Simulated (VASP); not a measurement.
The system is Ta.

```xyz
8
Lattice="5.2476 0.0000 0.0000 0.0000 5.2476 0.0000 0.0000 0.0000 5.2476" Properties=species:S:1:pos:R:3 pbc="T T T"
Ta    0.0000    0.0000    0.0000
Ta    2.6238    2.6238    2.6238
Ta    1.3119    0.0000    2.6238
Ta    3.9357    0.0000    2.6238
Ta    2.6238    1.3119    0.0000
Ta    2.6238    3.9357    0.0000
Ta    0.0000    2.6238    1.3119
Ta    0.0000    2.6238    3.9357
```

```yaml
Program: VASP 6.6.1
Task: relaxation of cell and atoms
Functional: PBE
Potentials_or_basis: VASP PAW PBE potentials, release 64 (Ta_pv)
Cutoff: 600 eV
k_mesh: 5 × 5 × 5
Occupations: fermi-dirac, width 0.1 eV
Spin: no spin polarisation
```

At the start: pressure 7.5 GPa; volume 18.06 Å³/atom.

Problem. How do energy, volume and symmetry change on relaxing?

Solution. Over 4 steps the energy falls by 15.0 meV/atom and the volume is 18.72 Å³/atom (+3.6 %); space group Pm-3n (No. 223, to 0.1 Å) before and after.

Step by step:
```tsv
step	energy change (eV)	largest force (eV/Å)	pressure (GPa)	volume (Å³)
1	0.0000	0.0000	7.53	144.51
2	0.5090	0.0000	-14.19	163.00
3	-0.1197	0.0000	-0.21	149.91
4	-0.1198	0.0000	0.00	149.76
```

Final structure:
```yaml
crystal:
  lattice:
    - [5.31045, 0.00000, 0.00000]
    - [0.00000, 5.31045, 0.00000]
    - [0.00000, 0.00000, 5.31045]
  atoms:
    - { symbol: Ta, position: [0.00000, 0.00000, 0.00000] }
    - { symbol: Ta, position: [0.50000, 0.50000, 0.50000] }
    - { symbol: Ta, position: [0.25000, 0.00000, 0.50000] }
    - { symbol: Ta, position: [0.75000, 0.00000, 0.50000] }
    - { symbol: Ta, position: [0.50000, 0.25000, 0.00000] }
    - { symbol: Ta, position: [0.50000, 0.75000, 0.00000] }
    - { symbol: Ta, position: [0.00000, 0.50000, 0.25000] }
    - { symbol: Ta, position: [0.00000, 0.50000, 0.75000] }
```
